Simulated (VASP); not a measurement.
# C (P6_3/mmc) in VASP: a series of runs

The runs below take C through single point, with PBE.

Everything below comes from runs of VASP 6.6.1. Logs are shortened: lines on timing, memory, paths and dates and some standing lists are left out, and cuts for length are marked.

## Step 1: The cell of the first run

It takes space group P6_3/mmc (No. 194, hexagonal). Conventional cell: a = 2.466 Å, b = 2.466 Å, c = 8.242 Å, α = 90.00°, β = 90.00°, γ = 120.00°. Within 1.9 Å of C (site symmetry -6m2) lie 3 C at 1.42 Å. Within 1.9 Å of C (site symmetry -6m2) lie 3 C at 1.42 Å.

## Step 2: Single point, PBE, non-collinear spin, zero start, spin-orbit coupling

The input, INCAR:

```
ALGO     = Normal         # electronic algorithm
EDIFF    = 1E-6           # SCF threshold, eV
ENCUT    = 520            # plane-wave cutoff, eV
GGA      = PE             # functional
GGA_COMPAT= False        
ISIF     = 2              # what is computed and relaxed
ISMEAR   = 0              # smearing method
LASPH    = True           # aspherical terms in the spheres
LCHARG   = False          # write CHGCAR
LORBIT   = 11             # projections on sites
LORBMOM  = True         
LREAL    = False          # projectors in reciprocal space
LSORBIT  = True           # spin-orbit coupling
LWAVE    = False          # write WAVECAR
MAGMOM   = 0 0 0 0 0 0 0 0 0 0 0 0 # initial moments
NBANDS   = 30             # bands
NELM     = 150            # most SCF steps
PREC     = Accurate       # precision mode
SIGMA    = 0.05           # smearing width, eV
```

The input, KPOINTS:

```
k-points
0
Gamma
  10 10 4
```

The input, POSCAR:

```
C
1.0
    2.4659990771      0.0000000000      0.0000000000
   -1.2329995386      2.1356178465      0.0000000000
    0.0000000000      0.0000000000      8.2418994658
C
4
Direct
    0.0000000000      0.0000000000      0.2500000000
    0.0000000000      0.0000000000      0.7500000000
    0.3333333333      0.6666666667      0.2500000000
    0.6666666667      0.3333333333      0.7500000000
```

Potentials or basis: VASP PAW PBE potentials, release 64 (C).

The run is started by

```sh
$ cat potpaw_PBE.64/C/POTCAR > POTCAR
$ mpirun -np 1 vasp_ncl > vasp.out
```

OUTCAR:

```text
EDIFF = 1E-6
   ENCUT = 520
   GGA = PE
   ISIF = 2
   ISMEAR = 0
   LASPH = True
   LORBIT = 11
   LREAL = False
   LSORBIT = True
   NELM = 150
   PREC = Accurate

 ion  position               nearest neighbor table
   1  0.000  0.000  0.250-   3 1.42   3 1.42   3 1.42
   2  0.000  0.000  0.750-   4 1.42   4 1.42   4 1.42
   3  0.333  0.667  0.250-   1 1.42   1 1.42   1 1.42
   4  0.667  0.333  0.750-   2 1.42   2 1.42   2 1.42

  LATTYP: Found a hexagonal cell.
 ALAT       =     2.4659990771
 C/A-ratio  =     3.3422151461

  Lattice vectors:

 A1 = (   2.4659990771,   0.0000000000,   0.0000000000)
 A2 = (  -1.2329995386,   2.1356178465,   0.0000000000)
 A3 = (   0.0000000000,   0.0000000000,   8.2418994658)

Analysis of symmetry for initial positions (statically):
=====================================================================
 Subroutine PRICEL returns:
 Original cell was already a primitive cell.

 Routine SETGRP: Setting up the symmetry group for a
 hexagonal supercell.

 Subroutine GETGRP returns: Found 24 space group operations
 (whereof 12 operations were pure point group operations)
 out of a pool of 24 trial point group operations.

The static configuration has the point symmetry D_3d.
 The point group associated with its full space group is D_6h.

Analysis of symmetry for dynamics (positions and initial velocities):
=====================================================================
 Subroutine PRICEL returns:
 Original cell was already a primitive cell.

 Routine SETGRP: Setting up the symmetry group for a
 hexagonal supercell.

 Subroutine GETGRP returns: Found 24 space group operations
 (whereof 12 operations were pure point group operations)
 out of a pool of 24 trial point group operations.

The dynamic configuration has the point symmetry D_3d.
 The point group associated with its full space group is D_6h.

Analysis of structural, dynamic, and magnetic symmetry:
=====================================================================
 Subroutine PRICEL returns:
 Original cell was already a primitive cell.

 Routine SETGRP: Setting up the symmetry group for a
 hexagonal supercell.

 Subroutine GETGRP returns: Found 24 space group operations
 (whereof 12 operations were pure point group operations)
 out of a pool of 24 trial point group operations.

The overall configuration has the point symmetry D_3d.
 The point group associated with its full space group is D_6h.

 Subroutine INISYM returns: Found 24 space group operations
 (whereof 12 operations are pure point group operations),
 and found     1 'primitive' translations

----------------------------------------------------------------------------------------

                                     Primitive cell

  volume of cell :      43.4054

  direct lattice vectors                    reciprocal lattice vectors
     2.465999077  0.000000000  0.000000000     0.405515156  0.234124284  0.000000000
    -1.232999539  2.135617847  0.000000000     0.000000000  0.468248569  0.000000000
     0.000000000  0.000000000  8.241899466     0.000000000  0.000000000  0.121331254

  length of vectors
     2.465999077  2.465999077  8.241899466     0.468248569  0.468248569  0.121331254

  position of ions in fractional coordinates (direct lattice)
     0.000000000  0.000000000  0.250000000
     0.000000000  0.000000000  0.750000000
     0.333333333  0.666666667  0.250000000
     0.666666667  0.333333333  0.750000000

  ion indices of the primitive-cell ions
   primitive index   ion index
                 1           1
                 2           2
                 3           3
                 4           4

----------------------------------------------------------------------------------------

 KPOINTS: k-points

Automatic generation of k-mesh.
 Grid dimensions read from file:
 generate k-points for:   10   10    4

 Generating k-lattice:

  Cartesian coordinates                     Fractional coordinates (reciprocal lattice)
     0.040551516  0.023412428  0.000000000     0.100000000  0.000000000  0.000000000
     0.000000000  0.046824857  0.000000000     0.000000000  0.100000000  0.000000000
     0.000000000  0.000000000  0.030332814     0.000000000  0.000000000  0.250000000

  Length of vectors
     0.046824857  0.046824857  0.030332814

  Shift w.r.t. Gamma in fractional coordinates (k-lattice)
     0.000000000  0.000000000  0.000000000

 Subroutine IBZKPT returns following result:
 ===========================================

 Found     42 irreducible k-points:

 Following reciprocal coordinates:
            Coordinates               Weight
[... 61 lines left out ...]
   IMIX   =      4    mixing-type and parameters
     AMIX     =   0.40;   BMIX     =  1.00
     AMIX_MAG =   1.60;   BMIX_MAG =  1.00
  volume/ion in A,a.u.               =      10.85        73.23
  Fermi-wavevector in a.u.,A,eV,Ry     =   1.173817  2.218192 18.746724  1.377845
  Thomas-Fermi vector in A             =   2.310224
[... 56 lines left out ...]
  Total        0.1907146      0.1907146      0.0268394     -0.0000000     -0.0000000      0.0000000
  in kB        7.0396452      7.0396452      0.9906926     -0.0000000     -0.0000000      0.0000000
  external PRESSURE =       5.0233276 kB  Pullay stress =       0.0000000 kB

 VOLUME and BASIS-vectors are now :
 -----------------------------------------------------------------------------
  energy-cutoff  :      520.00
  volume of cell :       43.41
      direct lattice vectors                 reciprocal lattice vectors
     2.465999077  0.000000000  0.000000000     0.405515156  0.234124284  0.000000000
    -1.232999539  2.135617847  0.000000000     0.000000000  0.468248569  0.000000000
     0.000000000  0.000000000  8.241899466     0.000000000  0.000000000  0.121331254

 POSITION                                       TOTAL-FORCE (eV/Angst)
 -----------------------------------------------------------------------------------
      0.00000      0.00000      2.06047        -0.000000      0.000000      0.000000
      0.00000      0.00000      6.18142         0.000000     -0.000000      0.000000
     -0.00000      1.42375      2.06047        -0.000000      0.000000     -0.000000
      1.23300      0.71187      6.18142         0.000000     -0.000000      0.000000
 -----------------------------------------------------------------------------------
    total drift:                                0.000000     -0.000000      0.000000

  FREE ENERGIE OF THE ION-ELECTRON SYSTEM (eV)
  ---------------------------------------------------
  free  energy   TOTEN  =       -36.9145719093 eV

  energy  without entropy=      -36.9145719093  energy(sigma->0) =      -36.91457191

 orbital moment (x)

 # of ion     p       tot
 --------------------------------
  1         0.000   0.000
  2         0.000   0.000
  3         0.000   0.000
  4         0.000   0.000
 --------------------------------
            0.000   0.000

 orbital moment (y)

 # of ion     p       tot
 --------------------------------
  1         0.000   0.000
  2        -0.000  -0.000
  3         0.000   0.000
  4         0.000   0.000
 --------------------------------
            0.000   0.000

 orbital moment (z)

 # of ion     p       tot
 --------------------------------
  1        -0.000  -0.000
  2        -0.000  -0.000
  3         0.000   0.000
  4         0.000   0.000
 --------------------------------
            0.000   0.000

 Spin-Orbit-Coupling matrix elements

 Ion:    1  E_soc:     -0.0000146
 l=   1
     0.0000000    -0.0000026    -0.0000022
    -0.0000026     0.0000000    -0.0000026
    -0.0000022    -0.0000026     0.0000000
 l=   2
     0.0000000     0.0000000     0.0000000     0.0000000     0.0000000
     0.0000000     0.0000000     0.0000000     0.0000000     0.0000000
     0.0000000     0.0000000     0.0000000     0.0000000     0.0000000
     0.0000000     0.0000000     0.0000000     0.0000000     0.0000000
     0.0000000     0.0000000     0.0000000     0.0000000     0.0000000
 l=   3
     0.0000000     0.0000000     0.0000000     0.0000000     0.0000000     0.0000000     0.0000000
     0.0000000     0.0000000     0.0000000     0.0000000     0.0000000     0.0000000     0.0000000
     0.0000000     0.0000000     0.0000000     0.0000000     0.0000000     0.0000000     0.0000000
     0.0000000     0.0000000     0.0000000     0.0000000     0.0000000     0.0000000     0.0000000
[... 49 lines left out ...]
 l=   2
     0.0000000     0.0000000     0.0000000     0.0000000     0.0000000
     0.0000000     0.0000000     0.0000000     0.0000000     0.0000000
     0.0000000     0.0000000     0.0000000     0.0000000     0.0000000
     0.0000000     0.0000000     0.0000000     0.0000000     0.0000000
     0.0000000     0.0000000     0.0000000     0.0000000     0.0000000
 l=   3
     0.0000000     0.0000000     0.0000000     0.0000000     0.0000000     0.0000000     0.0000000
     0.0000000     0.0000000     0.0000000     0.0000000     0.0000000     0.0000000     0.0000000
     0.0000000     0.0000000     0.0000000     0.0000000     0.0000000     0.0000000     0.0000000
     0.0000000     0.0000000     0.0000000     0.0000000     0.0000000     0.0000000     0.0000000
     0.0000000     0.0000000     0.0000000     0.0000000     0.0000000     0.0000000     0.0000000
     0.0000000     0.0000000     0.0000000     0.0000000     0.0000000     0.0000000     0.0000000
     0.0000000     0.0000000     0.0000000     0.0000000     0.0000000     0.0000000     0.0000000

 total charge

# of ion       s       p       d       tot
------------------------------------------
    1        0.863   1.786   0.000   2.649
    2        0.863   1.786   0.000   2.649
    3        0.863   1.787   0.000   2.649
    4        0.863   1.787   0.000   2.649
--------------------------------------------------
tot          3.451   7.146   0.000  10.596

 magnetization (x)

# of ion       s       p       d       tot
------------------------------------------
    1        0.000  -0.000   0.000  -0.000
    2        0.000  -0.000   0.000  -0.000
    3       -0.000   0.000   0.000  -0.000
    4        0.000   0.000   0.000   0.000
--------------------------------------------------
tot         -0.000  -0.000   0.000  -0.000

 magnetization (y)

# of ion       s       p       d       tot
------------------------------------------
    1        0.000   0.000   0.000   0.000
    2        0.000   0.000   0.000   0.000
    3        0.000   0.000   0.000   0.000
    4       -0.000   0.000   0.000   0.000
--------------------------------------------------
tot          0.000   0.000   0.000   0.000

 magnetization (z)

# of ion       s       p       d       tot
------------------------------------------
    1        0.000   0.000   0.000   0.000
    2        0.000   0.000   0.000   0.000
    3        0.000   0.000   0.000   0.000
    4        0.000   0.000   0.000   0.000
--------------------------------------------------
tot          0.000   0.000   0.000   0.000
```

Run time: 2.1 min. Hardware: 1 thread of Intel Xeon 8259CL, shared host; peak memory 0.26 GiB.

Results:

```yaml
Free_energy: -36.9146 eV
Pressure: 0.5 GPa
Net_moment: 0.00 μB per cell
Valence_electrons_inside_the_program's_atomic_spheres: C 2.65
```

Moments on the atoms (μB; x, y, z):
```
C   0.00 0.00 0.00
C   0.00 0.00 0.00
C   0.00 0.00 0.00
C   0.00 0.00 0.00
```

Caveat: this functional lacks dispersion, which binds the layers, so the pressure and a relaxed spacing across them are unreliable.

## Step 3: Single point, PBE, non-collinear spin, zero start, spin-orbit coupling

This run uses another cell than the first one, of 11.10 Å³/atom, 1.023 times its volume.

The input, INCAR:

```
SYSTEM = C
PREC     = Accurate       ! precision mode
ENCUT    = 520            ! plane-wave cutoff, eV
EDIFF    = 1E-6           ! SCF threshold, eV
ISMEAR   = 0              ! smearing method
SIGMA    = 0.05           ! smearing width, eV
LREAL    = .FALSE.        ! projectors in reciprocal space
LASPH    = .TRUE.         ! aspherical terms in the spheres
NELM     = 150            ! most SCF steps
ALGO     = Normal         ! electronic algorithm
ISIF     = 2              ! what is computed and relaxed
LWAVE    = .FALSE.        ! write WAVECAR
LCHARG   = .TRUE.         ! write CHGCAR
MAGMOM   = 0 0 0 0 0 0 0 0 0 0 0 0 ! initial moments
LORBIT   = 11             ! projections on sites
LSORBIT  = .TRUE.         ! spin-orbit coupling
GGA_COMPAT= .FALSE.      
LORBMOM  = .TRUE.       
GGA      = PE             ! functional
LVHAR    = .TRUE.       
NBANDS   = 30             ! bands
```

The input, KPOINTS:

```
Automatic mesh
0
G
  10 10 4
  0 0 0
```

The input, POSCAR:

```
C
1.0
    2.4657492112      0.0000000000      0.0000000000
   -1.2328746056      2.1354014562      0.0000000000
    0.0000000000      0.0000000000      8.4325581888
C
4
Direct
    0.0000000000      0.0000000000      0.2500000000
    0.0000000000      0.0000000000      0.7500000000
    0.3333333333      0.6666666667      0.2500000000
    0.6666666667      0.3333333333      0.7500000000
```

Potentials or basis: VASP PAW PBE potentials, release 64 (C).

The run is started by

```sh
$ cat potpaw_PBE.64/C/POTCAR > POTCAR
$ mpirun -np 1 vasp_ncl > vasp.out
```

It took 2.7 min on 1 thread of Intel Xeon 8259CL, shared host; peak memory 0.27 GiB.

The run converged. Its results:

* Free energy: -36.9154 eV
* Pressure: 0.5 GPa
* Net moment: 0.00 μB per cell
* Valence electrons inside the program's atomic spheres: C 2.65

Stress tensor (GPa, compression positive):
```
0.80 0.00 0.00
0.00 0.80 0.00
0.00 0.00 0.02
```

Moments on the atoms (μB; x, y, z):
```
C   0.00 0.00 0.00
C   0.00 0.00 0.00
C   0.00 0.00 0.00
C   0.00 0.00 0.00
```

Caveat: this functional lacks dispersion, which binds the layers, so the pressure and a relaxed spacing across them are unreliable.

## Step 4: Single point, PBE, non-collinear spin, zero start, spin-orbit coupling

This run uses another cell than the first one, of 11.26 Å³/atom, 1.038 times its volume.

The input, INCAR:

```
SYSTEM = C
ALGO     = Normal         ! electronic algorithm
EDIFF    = 1E-6           ! SCF threshold, eV
ENCUT    = 520            ! plane-wave cutoff, eV
GGA      = PE             ! functional
GGA_COMPAT= .False.      
ISIF     = 2              ! what is computed and relaxed
ISMEAR   = 0              ! smearing method
LASPH    = .True.         ! aspherical terms in the spheres
LCHARG   = .False.        ! write CHGCAR
LORBIT   = 11             ! projections on sites
LORBMOM  = .True.       
LREAL    = .False.        ! projectors in reciprocal space
LSORBIT  = .True.         ! spin-orbit coupling
LWAVE    = .False.        ! write WAVECAR
MAGMOM   = 0 0 0 0 0 0 0 0 0 0 0 0 ! initial moments
NBANDS   = 30             ! bands
NELM     = 150            ! most SCF steps
PREC     = Accurate       ! precision mode
SIGMA    = 0.05           ! smearing width, eV
```

The input, KPOINTS:

```
k-points
0
Gamma
  10 10 4
  0 0 0
```

The input, POSCAR:

```
C
1.0
    2.4664075568      0.0000000000      0.0000000000
   -1.2332037784      2.1359716003      0.0000000000
    0.0000000000      0.0000000000      8.5495631362
C
4
Direct
    0.0000000000      0.0000000000      0.2500000000
    0.0000000000      0.0000000000      0.7500000000
    0.3333333333      0.6666666667      0.2500000000
    0.6666666667      0.3333333333      0.7500000000
```

The run is started by

```sh
$ cat potpaw_PBE.64/C/POTCAR > POTCAR
$ mpirun -np 1 vasp_ncl > vasp.out
```

Run time: 2.6 min. Hardware: 1 thread of Intel Xeon 8259CL, shared host; peak memory 0.27 GiB.

The run converged. Its results:

```
Free energy                                           : -36.9158 eV
Pressure                                              : 0.4 GPa
Net moment                                            : 0.00 μB per cell
Valence electrons inside the program's atomic spheres : C 2.65
```

Stress tensor (GPa, compression positive):
```
 0.53  0.00  0.00
 0.00  0.53  0.00
 0.00  0.00 -0.01
```

Moments on the atoms (μB; x, y, z):
```
C   0.00 0.00 0.00
C   0.00 0.00 0.00
C   0.00 0.00 0.00
C   0.00 0.00 0.00
```

Caveat: this functional lacks dispersion, which binds the layers, so the pressure and a relaxed spacing across them are unreliable.

## Step 5: Single point, PBE, non-collinear spin, zero start, spin-orbit coupling

This run uses another cell than the first one, of 11.39 Å³/atom, 1.050 times its volume.

The input, INCAR:

```
SYSTEM = C
PREC = Accurate
ENCUT = 520
EDIFF = 1E-6
ISMEAR = 0
SIGMA = 0.05
LREAL = .False.
LASPH = .True.
NELM = 150
ALGO = Normal
ISIF = 2
LWAVE = .False.
LCHARG = .False.
LNONCOLLINEAR = .True.
MAGMOM = 0 0 0 0 0 0 0 0 0 0 0 0
LORBIT = 11
LSORBIT = .True.
GGA_COMPAT = .False.
LORBMOM = .True.
GGA = PE
NBANDS = 30
```

The input, KPOINTS:

```
regular mesh
0
Gamma
  10 10 4
  0 0 0
```

The input, POSCAR:

```
C
1.0
    2.4669415248      0.0000000000      0.0000000000
   -1.2334707624      2.1364340301      0.0000000000
    0.0000000000      0.0000000000      8.6473835173
C
4
Direct
    0.0000000000      0.0000000000      0.2500000000
    0.0000000000      0.0000000000      0.7500000000
    0.3333333333      0.6666666667      0.2500000000
    0.6666666667      0.3333333333      0.7500000000
```

The run is started by

```sh
$ cat potpaw_PBE.64/C/POTCAR > POTCAR
$ mpirun -np 1 vasp_ncl > vasp.out
```

Run time: 2.4 min. Hardware: 1 thread of Intel Xeon 8259CL, shared host; peak memory 0.27 GiB.

It converged, with:

| Quantity | Value |
| --- | --- |
| Free energy | -36.9160 eV |
| Pressure | 0.2 GPa |
| Net moment | 0.00 μB per cell |
| Valence electrons inside the program's atomic spheres | C 2.65 |

Stress tensor (GPa, compression positive):
```
 0.32  0.00  0.00
 0.00  0.32  0.00
 0.00  0.00 -0.03
```

Moments on the atoms (μB; x, y, z):
```
C   0.00 0.00 0.00
C   0.00 0.00 0.00
C   0.00 0.00 0.00
C   0.00 0.00 0.00
```

Caveat: this functional lacks dispersion, which binds the layers, so the pressure and a relaxed spacing across them are unreliable.

## Step 6: Overview

```csv
cell,pressure (GPa),moment (μB)
"a = 2.466, b = 2.466, c = 8.242 Å, angles 90.0, 90.0, 120.0°, 4 atoms",0.5,0.00
"a = 2.466, b = 2.466, c = 8.433 Å, angles 90.0, 90.0, 120.0°, 4 atoms",0.5,0.00
"a = 2.466, b = 2.466, c = 8.550 Å, angles 90.0, 90.0, 120.0°, 4 atoms",0.4,0.00
"a = 2.467, b = 2.467, c = 8.647 Å, angles 90.0, 90.0, 120.0°, 4 atoms",0.2,0.00
```

Alike in all rows: task single point; level PBE; potentials or basis VASP PAW PBE potentials, release 64 (C); spin non-collinear, zero start, SOC; k mesh 10 × 10 × 4; cutoff (eV) 520; smearing gaussian 0.05 eV.

Caveats: this functional lacks dispersion, which binds the layers, so the pressure and a relaxed spacing across them are unreliable.

Total energies depend on the potentials used, so only differences within one code and one set of settings carry meaning.
